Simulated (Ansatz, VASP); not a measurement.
SiC in VASP and in Ansatz

Contents of INCAR:

```
ALGO     = Normal         # electronic algorithm
EDIFF    = 1E-7           # SCF threshold, eV
ENCUT    = 520            # plane-wave cutoff, eV
GGA      = PE             # functional
ISIF     = 2              # what is computed and relaxed
ISMEAR   = 0              # smearing method
LASPH    = T              # aspherical terms in the spheres
LCHARG   = F              # write CHGCAR
LREAL    = F              # projectors in reciprocal space
LWAVE    = F              # write WAVECAR
NBANDS   = 36             # bands
NELM     = 60             # most SCF steps
PREC     = Accurate       # precision mode
SIGMA    = 0.05           # smearing width, eV
```

Contents of KPOINTS:

```
k-points
0
Gamma
  12 12 2
```

The input POSCAR:

```
SiC
1.0
    3.0175641559      0.0000000000      0.0000000000
   -1.5087820780      2.6132872166      0.0000000000
    0.0000000000      0.0000000000     14.8066590531
Si C
6 6
Direct
    0.0000000000      0.0000000000      0.1250412046
    0.0000000000      0.0000000000      0.6250387132
    0.3333333333      0.6666666667      0.2918647478
    0.6666666667      0.3333333333      0.7917698400
    0.3333333333      0.6666666667      0.9583511446
    0.6666666667      0.3333333333      0.4582680052
    0.0000000000      0.0000000000      0.9977393199
    0.0000000000      0.0000000000      0.5016375659
    0.3333333333      0.6666666667      0.1686482863
    0.6666666667      0.3333333333      0.6650107867
    0.3333333333      0.6666666667      0.8351935973
    0.6666666667      0.3333333333      0.3314367883
```

Input for Ansatz:

```yaml
crystal:
  lattice:
    - [3.0175641559, 0.0, 0.0]
    - [-1.508782078, 2.6132872166, 0.0]
    - [0.0, 0.0, 14.8066590531]
  atoms:
    - { symbol: Si, position: [0.0, 0.0, 0.1250412046] }
    - { symbol: Si, position: [0.0, 0.0, 0.6250387132] }
    - { symbol: Si, position: [0.3333333333, 0.6666666667, 0.2918647478] }
    - { symbol: Si, position: [0.6666666667, 0.3333333333, 0.79176984] }
    - { symbol: Si, position: [0.3333333333, 0.6666666667, 0.9583511446] }
    - { symbol: Si, position: [0.6666666667, 0.3333333333, 0.4582680052] }
    - { symbol: C, position: [0.0, 0.0, 0.9977393199] }
    - { symbol: C, position: [0.0, 0.0, 0.5016375659] }
    - { symbol: C, position: [0.3333333333, 0.6666666667, 0.1686482863] }
    - { symbol: C, position: [0.6666666667, 0.3333333333, 0.6650107867] }
    - { symbol: C, position: [0.3333333333, 0.6666666667, 0.8351935973] }
    - { symbol: C, position: [0.6666666667, 0.3333333333, 0.3314367883] }
basis:
  ecutwfc: 520.0
kpoints:
  mp_grid: { grid: [12, 12, 2] }
hamiltonian:
  xc: pbe
  pseudopotentials: { kind: paw, azcp: { folder: soft_1 } }
scf:
  occupations: { method: gaussian, width: 0.05 }
output:
  forces: true
  stress: true
  eigenvalues: true
```

Change from the starting cell: mode 32 frozen in at -0.030 Å, equal normal strain along x, y and z -0.0250.

Alike in both runs: task single point; functional PBE; k mesh 12 × 12 × 2; occupations gaussian, width 0.05 eV; no spin polarisation.

|  | VASP | Ansatz |
| --- | --- | --- |
| version | VASP 6.6.1 | Ansatz 0.2.0 |
| potentials or method | VASP PAW PBE potentials, release 64 (Si, C), cutoff 520 eV | scalar-relativistic, plane waves, PAW |
| valence electrons in the cell | 48 | 48 |

VASP gave:

| Quantity | Value |
| --- | --- |
| gap on the k mesh at the Fermi level (eV) | 1.99 |
| least direct gap on the mesh (eV) | 3.11 |
| pressure (GPa) | 18.9 |
| traceless stress, the component that is largest in VASP (GPa) | 0.06 |
| rms of the force components (eV/Å) | 0.396 |

Task: Estimate Ansatz's values.

Result: gap on the k mesh at the Fermi level (eV): 2.00; least direct gap on the mesh (eV): 3.12; pressure (GPa): 19.0; traceless stress, the component that is largest in VASP (GPa): 0.05; rms of the force components (eV/Å): 0.397.

Atom by atom the forces differ by 0.001 eV/Å (rms over components).
